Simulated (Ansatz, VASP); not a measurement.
## AlN: VASP beside Ansatz

File INCAR:

```
PREC     = Accurate       # precision mode
ENCUT    = 600            # plane-wave cutoff, eV
EDIFF    = 1E-6           # SCF threshold, eV
ISMEAR   = -1             # smearing method
SIGMA    = 0.05           # smearing width, eV
LREAL    = F              # projectors in reciprocal space
LASPH    = T              # aspherical terms in the spheres
NELM     = 80             # most SCF steps
ALGO     = Normal         # electronic algorithm
ISIF     = 3              # what is computed and relaxed
LWAVE    = F              # write WAVECAR
LCHARG   = F              # write CHGCAR
GGA      = PS             # functional
IVDW     = 12             # dispersion correction
IBRION   = 2              # ionic algorithm
NSW      = 60             # ionic steps
EDIFFG   = -0.01          # ionic threshold
```

Contents of KPOINTS:

```
Automatic mesh
0
Gamma
  11 11 11
```

Contents of POSCAR:

```
AlN
1.0
    0.0000000000      2.0345180000      2.0345180000
    2.0345180000      0.0000000000      2.0345180000
    2.0345180000      2.0345180000      0.0000000000
Al N
1 1
Direct
    0.5000000000      0.5000000000      0.5000000000
    0.0000000000      0.0000000000      0.0000000000
```

Contents of input.yaml:

```yaml
crystal:
  lattice:
    - [0.0, 2.034518, 2.034518]
    - [2.034518, 0.0, 2.034518]
    - [2.034518, 2.034518, 0.0]
  atoms:
    - { symbol: Al, position: [0.5, 0.5, 0.5] }
    - { symbol: "N", position: [0.0, 0.0, 0.0] }
hamiltonian:
  xc: pbesol
  pseudopotentials: { kind: paw }
  dispersion: d3bj
kpoints:
  mp_grid: { grid: [11, 11, 11] }
scf:
  occupations: { method: fermi_dirac, width: 0.05 }
output:
  forces: true
  stress: true
  eigenvalues: true
relax:
  f_tol: 0.01
  max_steps: 40
  cell: { stress_tol: 0.05 }
```

Alike in both runs: task relaxation of cell and atoms; functional PBEsol; dispersion D3(BJ); k mesh 11 × 11 × 11; occupations fermi-dirac, width 0.05 eV; no spin polarisation.

```csv
,VASP,Ansatz
version,VASP 6.6.1,Ansatz 0.2.0
potentials or method,"VASP PAW PBE potentials, release 64 (Al, N)",Ansatz PAW
plane-wave cutoff (eV),600,420
valence electrons in the cell,8,8
```

```tsv
	VASP	Ansatz	Ansatz less VASP
gap on the k mesh at the Fermi level, each at its own relaxed structure (eV)	4.88	4.88	-0.002
relaxed volume (Å³/atom)	8.09	8.10	+0.006
relaxed cell length with the largest relative difference (Å)	2.839	2.840	+0.0007
```

VASP's potentials were made for PBE, not for PBEsol.

Noted on Ansatz's run: odd divisions of the mesh miss points on the zone boundary, where band edges often lie, so the gap on the mesh can be too wide; the plane-wave basis is chosen anew once the cell has moved, so the energies of steps on either side of that aren't comparable.
